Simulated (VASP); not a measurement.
Wanted: the native input for a VASP 6.6.1 run.

- Task: single point
- Functional: PBE
- Potentials or basis: VASP PAW PBE potentials, release 64 (Er)
- Cutoff: 520 eV
- k mesh: 8 × 8 × 8
- Occupations: gaussian, width 0.05 eV
- Spin: collinear spin, ferromagnetic start
- Starting moments: [2.59] μB
- Dipole correction: no
- Further INCAR settings: ALGO = Normal; EDIFF = 1e-07; NBANDS = 21

The structure of Er lies in POSCAR:

```
Er
1.0
   -2.0403467533      2.0403467533      2.0403467533
    2.0403467533     -2.0403467533      2.0403467533
    2.0403467533      2.0403467533     -2.0403467533
Er
1
Direct
    0.0000000000      0.0000000000      0.0000000000
```

The input as run:

INCAR

```
SYSTEM = Er
PREC = Accurate ; ENCUT = 520
EDIFF = 1E-7 ; ISMEAR = 0
SIGMA = 0.05 ; LREAL = .False.
LASPH = .True. ; NELM = 150
ALGO = Normal ; ISIF = 2
LWAVE = .False. ; LCHARG = .False.
ISPIN = 2 ; MAGMOM = 2.59
LORBIT = 11 ; LMAXMIX = 6
GGA = PE ; NBANDS = 21
```

KPOINTS

```
Automatic mesh
0
Gamma
  8 8 8
  0 0 0
```

Potentials or basis: VASP PAW PBE potentials, release 64 (Er).

The run is started by

```sh
$ cat potpaw_PBE.64/Er/POTCAR > POTCAR
$ mpirun -np 1 vasp_std > vasp.out
```

Results of the run:

* Pressure: -0.2 GPa
* Net moment: 2.23 μB per cell
* Site moments: Er +2.36 μB
* Valence electrons inside the program's atomic spheres: Er 19.61

Caveat: the magnetic or orbital state may not be the lowest.

Run time: 97 s on 1 thread of Intel(R) Xeon(R) Platinum 8559C (Emerald Rapids), with other jobs on the host, peak memory 0.21 GiB.
